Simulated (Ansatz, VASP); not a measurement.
**CaCl in VASP and in Ansatz**

```
CELL_PARAMETERS angstrom
4.60887 0.00000 0.00000
-2.30444 3.99140 0.00000
0.00000 0.00000 7.40327
ATOMIC_POSITIONS crystal
Ca 0.33333 0.66667 0.99774
Ca 0.66667 0.33333 0.49774
Cl 0.33333 0.66667 0.38436
Cl 0.66667 0.33333 0.88436
```

Alike in both runs: functional PBE; k mesh 6 × 6 × 4; occupations gaussian, width 0.1 eV; no spin polarisation.

Ansatz relaxed the structure, and its values are those at the end. VASP's run is a single point on that final structure, the one shown.

|  | VASP | Ansatz |
| --- | --- | --- |
| version | VASP 6.6.1 | Ansatz 0.2.0 |
| potentials or method | VASP PAW PBE potentials, release 64 (Ca_sv, Cl), cutoff 520 eV | scalar-relativistic, plane waves, PAW |
| valence electrons in the cell | 34 | 34 |

```csv
,VASP,Ansatz,Ansatz less VASP
gap on the k mesh at the Fermi level (eV),none,none,-
pressure (GPa),0.2,0.1,-0.07
rms of the force components (eV/Å),0.003,0.004,+0.0009
```

A gap of «none» marks a metal or a gap that the smearing closes.
